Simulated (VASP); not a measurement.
## In: single point with PBE

In:

```
CELL_PARAMETERS angstrom
3.15960 0.00000 0.00000
-1.57980 2.73629 0.00000
0.00000 0.00000 5.21864
ATOMIC_POSITIONS crystal
In 0.33333 0.66667 0.25000
In 0.66667 0.33333 0.75000
```

This isn't the form of In at room conditions, which is tetragonal.

```json
{"Program": "VASP 6.6.1", "Task": "single point", "Functional": "PBE", "Potentials or basis": "VASP PAW PBE potentials, release 64 (In_d)", "Cutoff": "500 eV", "k mesh": "12 × 12 × 6", "Occupations": "gaussian, width 0.05 eV", "Spin": "no spin polarisation"}
```

- Pressure: 12.0 GPa
- Band gap on the k mesh: zero (bands 13 and 14 overlap by 7.14 eV)

Stress tensor (GPa, compression positive):
```
12.16  0.00  0.00
 0.00 12.16  0.00
 0.00  0.00 11.60
```

Levels at points of the mesh, in eV from the Fermi level:
| k point | band 10 | band 11 | band 12 | band 13 | band 14 | band 15 | band 16 | band 17 |
| --- | --- | --- | --- | --- | --- | --- | --- | --- |
| (0.00, 0.00, 0.00) | -14.34 | -10.61 | -4.48 | -4.08 | 9.64 | 9.64 | 11.33 | 11.61 |
| (0.50, 0.00, 0.00) | -14.27 | -5.09 | -4.65 | 0.42 | 0.72 | 0.89 | 3.13 | 4.52 |
| (0.00, 0.00, 0.50) | -14.44 | -9.05 | -9.05 | 3.38 | 3.38 | 10.80 | 10.80 | 10.80 |
| (0.50, 0.00, 0.50) | -14.29 | -3.69 | -3.69 | -2.98 | -2.98 | 6.31 | 6.31 | 6.98 |

Run time: 56 s on 1 thread of Intel Xeon 8259CL, on a shared host, peak memory 0.19 GiB.

Caveat: the cell stands under pressure; spin-orbit coupling is left out, which moves the levels of the heavy elements.
